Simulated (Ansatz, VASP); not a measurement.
Cr: VASP beside Ansatz

INCAR

```
PREC = Accurate
ENCUT = 600
EDIFF = 1E-6
ISMEAR = 0
SIGMA = 0.1
LREAL = False
LASPH = True
NELM = 60
ALGO = Normal
ISIF = 3
LWAVE = False
LCHARG = False
GGA = PS
IBRION = 2
NSW = 80
EDIFFG = -0.05
```

Contents of KPOINTS:

```
regular mesh
0
Gamma
  10 10 10
```

Contents of POSCAR:

```
Cr
1.0
   -1.4588660070      1.4588660070      1.4588660070
    1.4588660070     -1.4588660070      1.4588660070
    1.4588660070      1.4588660070     -1.4588660070
Cr
1
Direct
    0.0000000000      0.0000000000      0.0000000000
```

Input for Ansatz:

```yaml
crystal:
  lattice:
    - [-1.458866007, 1.458866007, 1.458866007]
    - [1.458866007, -1.458866007, 1.458866007]
    - [1.458866007, 1.458866007, -1.458866007]
  atoms:
    - { symbol: Cr, position: [0.0, 0.0, 0.0] }
basis:
  ecutwfc: 420
kpoints:
  mp_grid: { grid: [10, 10, 10] }
hamiltonian:
  xc: pbesol
scf:
  occupations: { method: gaussian, width: 0.1 }
output:
  forces: true
  stress: true
  eigenvalues: true
relax:
  adjacent_minimum: "off"
  f_tol: 0.05
  max_steps: 60
  cell: { stress_tol: 0.5 }
```

Alike in both runs: task relaxation of cell and atoms; functional PBEsol; k mesh 10 × 10 × 10; occupations gaussian, width 0.1 eV; no spin polarisation.

```csv
,VASP,Ansatz
version,VASP 6.6.1,Ansatz 0.2.0
potentials or method,"VASP PAW PBE potentials, release 64 (Cr_pv), cutoff 600 eV","scalar-relativistic, plane waves, PAW"
valence electrons in the cell,12,14
```

|  | VASP | Ansatz | Ansatz less VASP |
| --- | --- | --- | --- |
| gap on the k mesh at the Fermi level, each at its own relaxed structure (eV) | none | none | - |
| relaxed volume (Å³/atom) | 11.15 | 11.16 | +0.006 |
| relaxed cell length with the largest relative difference (Å) | 2.438 | 2.438 | +0.0004 |

VASP's potentials were made for PBE, not for PBEsol. A gap of «none» marks a metal or a gap that the smearing closes. VASP's potentials hold 12 valence electrons a cell and Ansatz's 14, so a difference there can come from the potentials and not from the codes.
